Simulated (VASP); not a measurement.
A run of VASP 6.6.1 is set up as follows.

The input INCAR:

```
  ALGO = Normal
  EDIFF = 1E-6
  ENCUT = 520
  GGA = CA
  ISIF = 2
  ISMEAR = 0
  LASPH = T
  LCHARG = F
  LREAL = F
  LWAVE = F
  NBANDS = 8
  NELM = 80
  PREC = Accurate
  SIGMA = 0.15
```

The input KPOINTS:

```
k-points
0
Gamma
  20 20 20
```

File POSCAR:

```
Al
1.0
    0.0000000000      2.1251790000      1.9733805000
    2.1251790000      0.0000000000      1.9733805000
    2.1251790000      2.1251790000      0.0000000000
Al
1
Direct
    0.0000000000      0.0000000000      0.0000000000
```

Potentials or basis: VASP PAW LDA potentials, release 64 (Al).

Launch:

```sh
$ cat potpaw_LDA.64/Al/POTCAR > POTCAR
$ mpirun -np 1 vasp_std > vasp.out
```

Question: Predict the pressure.

Answer: -7.4 GPa.

Question: Predict the band gap on the k mesh.

Answer: Zero (an odd number of electrons rules out a gap without spin polarisation).

Stress tensor (GPa, compression positive):
```
-8.02  0.00  0.00
 0.00 -8.02  0.00
 0.00  0.00 -6.07
```

Caveat: the cell differs from its parent crystal (strain +0.050 along x and y, -0.025 along z); the cell stands under tension.
